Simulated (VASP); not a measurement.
# Ga3Sb (I4/mmm) in VASP: further runs

The runs below take Ga3Sb through single point, with PBEsol.

All numbers are computed with VASP 6.6.1; they aren't measurements. Logs are shortened: lines on timing, memory, paths and dates and some standing lists are left out, and cuts for length are marked.

## 1. The cell of the first run

The structure is tetragonal, space group I4/mmm (No. 139). Conventional cell: a = 8.159 Å, b = 8.159 Å, c = 17.992 Å, α = 90.00°, β = 90.00°, γ = 90.00°.

## 2. Single point, PBEsol

Input file INCAR:

```
SYSTEM = Ga3Sb
PREC = Accurate ; ENCUT = 520
EDIFF = 1E-7 ; ISMEAR = 0
SIGMA = 0.1 ; LREAL = .FALSE.
LASPH = .TRUE. ; NELM = 60
ALGO = Fast ; ISIF = 2
LWAVE = .FALSE. ; LCHARG = .FALSE.
GGA = PS ; NBANDS = 30
```

Input file KPOINTS:

```
regular mesh
0
G
  4 4 4
  0 0 0
```

Input file POSCAR:

```
Ga3Sb
1.0
   -4.0795404940      4.0795404940      8.9960145660
    4.0795404940     -4.0795404940      8.9960145660
    4.0795404940      4.0795404940     -8.9960145660
Ga Sb
3 1
Direct
    0.7500000000      0.2500000000      0.5000000000
    0.2500000000      0.7500000000      0.5000000000
    0.5000000000      0.5000000000      0.0000000000
    0.0000000000      0.0000000000      0.0000000000
```

Potentials or basis: VASP PAW PBE potentials, release 64 (Ga_d, Sb).

On the command line:

```sh
$ cat potpaw_PBE.64/Ga_d/POTCAR potpaw_PBE.64/Sb/POTCAR > POTCAR
$ mpirun -np 1 vasp_std > vasp.out
```

OUTCAR:

```text
SYSTEM = Ga3Sb
   PREC = Accurate
   ENCUT = 520
   EDIFF = 1E-7
   ISMEAR = 0
   LREAL = .FALSE.
   LASPH = .TRUE.
   NELM = 60
   ISIF = 2
   GGA = PS

 ion  position               nearest neighbor table
   1  0.750  0.250  0.500-
   2  0.250  0.750  0.500-
   3  0.500  0.500  0.000-
   4  0.000  0.000  0.000-

  LATTYP: Found a body centered tetragonal cell.
 ALAT       =     8.1590809880
 C/A-ratio  =     2.2051538842

  Lattice vectors:

 A1 = (  -4.0795404940,   4.0795404940,   8.9960145660)
 A2 = (   4.0795404940,  -4.0795404940,   8.9960145660)
 A3 = (   4.0795404940,   4.0795404940,  -8.9960145660)

Analysis of symmetry for initial positions (statically):
=====================================================================
 Subroutine PRICEL returns:
 Original cell was already a primitive cell.

 Routine SETGRP: Setting up the symmetry group for a
 body centered tetragonal supercell.

 Subroutine GETGRP returns: Found 16 space group operations
 (whereof 16 operations were pure point group operations)
 out of a pool of 16 trial point group operations.

The static configuration has the point symmetry D_4h.

Analysis of symmetry for dynamics (positions and initial velocities):
=====================================================================
 Subroutine PRICEL returns:
 Original cell was already a primitive cell.

 Routine SETGRP: Setting up the symmetry group for a
 body centered tetragonal supercell.

 Subroutine GETGRP returns: Found 16 space group operations
 (whereof 16 operations were pure point group operations)
 out of a pool of 16 trial point group operations.

The dynamic configuration has the point symmetry D_4h.

 Subroutine INISYM returns: Found 16 space group operations
 (whereof 16 operations are pure point group operations),
 and found     1 'primitive' translations

----------------------------------------------------------------------------------------

                                     Primitive cell

  volume of cell :     598.8701

[... 72 lines left out ...]
   ISTART =      0    job   : 0-new  1-cont  2-samecut
   ICHARG =      2    charge: 1-file 2-atom 10-const
   ISPIN  =      1    spin polarized calculation?
   LNONCOLLINEAR =      F non collinear calculations
   LSORBIT =      F    spin-orbit coupling
   LASPH  =      T    aspherical Exc in radial PAW
   ENCUT  =  520.0 eV  38.22 Ry    6.18 a.u.  19.87 19.87 19.87*2*pi/ulx,y,z
   NELM   =     60;   NELMIN=  2; NELMDL= -5     # of ELM steps
   EDIFF  = 0.1E-06   stopping-criterion for ELM
   LREAL  =      F    real-space projection
   EDIFFG = 0.1E-05   stopping-criterion for IOM
   NSW    =      0    number of steps for IOM
   IBRION =     -1    ionic relax: 0-MD 1-quasi-New 2-CG
   NFREE  =      0    steps in history (QN), initial steepest desc. (CG)
   ISIF   =      2    stress and relaxation
   ISYM   =      2    0-nonsym 1-usesym 2-fastsym
   POTIM  = 0.5000    time-step for ionic-motion
   TEBEG  =    0.0;   TEEND  =   0.0 temperature during run
   PSTRESS=    0.0 pullay stress
   NELECT =      44.0000    total number of electrons
   NUPDOWN=      -1.0000    fix difference up-down
   EMIN   =  10.00;   EMAX   =-10.00  energy-range for DOS
   EFERMI =   0.00;   METHOD = LEGACY
   ISMEAR =     0;   SIGMA  =   0.10  broadening in eV -4-tet -1-fermi 0-gaus
   EFERMI_NEDOS =   21; number of points for ismear=-14 and -15
   IALGO  =     68    algorithm
   IMIX   =      4    mixing-type and parameters
     AMIX     =   0.40;   BMIX     =  1.00
     AMIX_MAG =   1.60;   BMIX_MAG =  1.00
  volume/ion in A,a.u.               =     149.72      1010.34
  Fermi-wavevector in a.u.,A,eV,Ry     =   0.685670  1.295728  6.396680  0.470143
  Thomas-Fermi vector in A             =   1.765677
   LORBIT       =      0    0 simple, 1 ext, 2 COOP (PROOUT), +10 PAW based schemes
   GGA     = PS    functional components
   LHFCALC =     F    Hartree Fock is set to
   AEXX    =    0.0000 exact exchange contribution
   IVDW    =     0    specifies the selected vdW correction
   LEPSILON=     F    determine dielectric tensor
   LRPA    =     F    only Hartree local field effects (RPA)
 non-spin polarized calculation
 RMM-DIIS sequential band-by-band and
 Gauss-broadening in eV      SIGMA  =   0.10
  energy-cutoff  :      520.00
  volume of cell :      598.87
 maximum number of plane-waves:     16190
   NGX = 39   NGY = 39   NGZ = 39

 number of electron      44.0000024 magnetization

 Free energy of the ion-electron system (eV)
  ---------------------------------------------------
  ext. energy  EPLUGINS =         0.00000000
  ---------------------------------------------------
  free energy    TOTEN  =        -2.96800469 eV

  energy without entropy =       -2.88442141  energy(sigma->0) =       -2.92621305

 E-fermi :  -1.9876     XC(G=0):  -4.0563

 val. band max:       -1.9889169652   @ k =   0.5000   0.2500  -0.0000
 cond. band min:      -1.9738468694   @ k =  -0.2500   0.2500   0.0000
 fundamental gap:      0.0150700958
 Fermi energy:        -1.9876283317

 k-point     1 :       0.0000    0.0000    0.0000
  band No.  band energies     occupation
      1     -18.6200      2.00000
      2     -18.6194      2.00000
      3     -18.6175      2.00000
      4     -18.6175      2.00000
      5     -18.6164      2.00000
      6     -18.5808      2.00000
[... 418 lines left out ...]
     29      -1.2608      0.00000
     30      -1.1798      0.00000

------------------------ aborting loop because EDIFF is reached ----------------------------------------

  FORCE on cell =-STRESS in cart. coord.  units (eV):
  Direction    XX          YY          ZZ          XY          YZ          ZX
  --------------------------------------------------------------------------------------
  -------------------------------------------------------------------------------------
  Total       -3.6634330     -3.6634330     -3.6490155      0.0000000     -0.0000000      0.0000000
  in kB       -9.8009054     -9.8009054     -9.7623337      0.0000000     -0.0000000      0.0000000
  external PRESSURE =      -9.7880482 kB  Pullay stress =       0.0000000 kB

 VOLUME and BASIS-vectors are now :
 -----------------------------------------------------------------------------
  energy-cutoff  :      520.00
  volume of cell :      598.87
      direct lattice vectors                 reciprocal lattice vectors
    -4.079540494  4.079540494  8.996014566     0.000000000  0.122562823  0.055580168
     4.079540494 -4.079540494  8.996014566     0.122562823  0.000000000  0.055580168
     4.079540494  4.079540494 -8.996014566     0.122562823  0.122562823  0.000000000

 POSITION                                       TOTAL-FORCE (eV/Angst)
 -----------------------------------------------------------------------------------
      0.00000      4.07954      4.49801         0.000000     -0.000000     -0.000000
      4.07954      0.00000      4.49801         0.000000      0.000000      0.000000
      0.00000      0.00000      8.99601        -0.000000      0.000000     -0.000000
      0.00000      0.00000      0.00000        -0.000000      0.000000     -0.000000
 -----------------------------------------------------------------------------------
    total drift:                                0.000000     -0.000000      0.000000

  FREE ENERGIE OF THE ION-ELECTRON SYSTEM (eV)
  ---------------------------------------------------
  free  energy   TOTEN  =        -2.9680046896 eV

  energy  without entropy=       -2.8844214128  energy(sigma->0) =       -2.92621305
```

OSZICAR:

```text
N       E                     dE             d eps       ncg     rms          rms(c)
DAV:   1     0.199199493403E+03    0.19920E+03   -0.17605E+04   876   0.116E+03
DAV:   2     0.959291646388E+01   -0.18961E+03   -0.18476E+03  1008   0.250E+02
DAV:   3    -0.638819703871E+01   -0.15981E+02   -0.15796E+02   880   0.744E+01
[... 34 lines left out ...]
RMM:  38    -0.296800421157E+01    0.56421E-07   -0.33113E-06   709   0.175E-03    0.282E-03
RMM:  39    -0.296800434118E+01   -0.12961E-06   -0.34278E-06   743   0.169E-03    0.980E-04
RMM:  40    -0.296800446405E+01   -0.12286E-06   -0.14984E-06   539   0.114E-03    0.335E-04
RMM:  41    -0.296800460974E+01   -0.14570E-06   -0.14050E-06   502   0.809E-04    0.555E-04
RMM:  42    -0.296800468959E+01   -0.79848E-07   -0.56671E-07   484   0.804E-04
   1 F= -.29680047E+01 E0= -.29262131E+01  d E =-.835833E-01
```

stdout:

```text
POSCAR found type information on POSCAR GaSb
 POSCAR found :  2 types and       4 ions
 scaLAPACK will be used
 -----------------------------------------------------------------------------
|                                                                             |
|                                                                             |
|     You enforced a specific xc type in the INCAR file but a different       |
|     I HOPE YOU KNOW WHAT YOU ARE DOING!                                     |
|                                                                             |
 -----------------------------------------------------------------------------

 LDA part: xc-table for (Slater+PW92), standard interpolation
 POSCAR, INCAR and KPOINTS ok, starting setup
 FFT: planning ... GRIDC
 FFT: planning ... GRID_SOFT
 FFT: planning ... GRID
 WAVECAR not read
 entering main loop
WARNING in EDDRMM: call to ZHEGV failed, returncode =   8  4     30
```

Wall time 36 min (1 thread of Intel Xeon Platinum 8259CL at 2.50GHz (Skylake/Cascade Lake), shared host); peak memory 1.1 GiB.

Results:

```yaml
Free_energy: -2.9680 eV
Pressure: -1.0 GPa
Band_gap_on_the_k_mesh: zero (band 22 reaches -1.96 eV, above the bottom of band 23 at -2.15 eV)
```

Caveat: the PAW data sets were made with another functional, which shifts forces and pressure a little; spin-orbit coupling is left out, which moves the levels of the heavy elements.

(Continued in part 2 of 2.)
